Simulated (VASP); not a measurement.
SiO2:

```xyz
6
Lattice="4.2798 0.0000 0.0000 0.0000 4.2798 0.0000 0.0000 0.0000 2.3420" Properties=species:S:1:pos:R:3 pbc="T T T"
Si    2.1399    2.1399    1.1710
Si    0.0000    0.0000    0.0000
O     2.9720    2.9720    0.0000
O     0.8321    3.4477    1.1710
O     1.3078    1.3078    0.0000
O     3.4477    0.8321    1.1710
```

Base run:

```yaml
Program: VASP 6.6.1
Functional: LDA
Potentials_or_basis: VASP PAW LDA potentials, release 64 (Si, O_h)
Cutoff: 910 eV
k_mesh: 6 × 6 × 8
Occupations: gaussian, width 0.05 eV
Spin: no spin polarisation
```

Its results: band gap on the k mesh 6.97 eV, direct; pressure 42.0 GPa; largest force 0.021 eV/Å.

Question: The run is repeated on the same cell with these changes: potentials or basis from VASP PAW LDA potentials, release 64 (Si, O_h) to VASP PAW LDA potentials, release 64 (Si, O); cutoff from 910 eV to 520 eV. What comes out?

Answer: Band gap on the k mesh 6.94 eV, direct; pressure 43.0 GPa; largest force 0.042 eV/Å.

Caveats: the cutoff is under 1.25 times the usual one of these potentials, so pressure, stress and relaxed cells hold a basis-set (Pulay) error (some runs).

A k mesh can miss the band edges.
